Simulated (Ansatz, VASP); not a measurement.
# AlN: VASP beside Ansatz

```
CELL_PARAMETERS angstrom
3.47034 0.00000 0.00000
-1.73517 3.00540 0.00000
0.00000 0.00000 4.01657
ATOMIC_POSITIONS crystal
Al 0.33333 0.66667 0.75000
Al 0.66667 0.33333 0.25000
N 0.33333 0.66667 0.25000
N 0.66667 0.33333 0.75000
```

Alike in both runs: task single point; functional PBEsol; k mesh 9 × 9 × 6; occupations gaussian, width 0.05 eV; no spin polarisation.

|  | VASP | Ansatz |
| --- | --- | --- |
| version | VASP 6.6.1 | Ansatz 0.2.0 |
| potentials or method | VASP PAW PBE potentials, release 64 (Al, N), cutoff 520 eV | scalar-relativistic, plane waves, PAW |
| valence electrons in the cell | 16 | 16 |

|  | VASP | Ansatz | Ansatz less VASP |
| --- | --- | --- | --- |
| gap on the k mesh at the Fermi level (eV) | 3.12 | 3.11 | -0.009 |
| least direct gap on the mesh (eV) | 3.12 | 3.11 | -0.009 |
| pressure (GPa) | -12.6 | -12.6 | +0.02 |
| traceless stress, the component that is largest in VASP (GPa) | 9.07 | 8.97 | -0.103 |

VASP's potentials were made for PBE, not for PBEsol, and Ansatz warns of the same on its side.
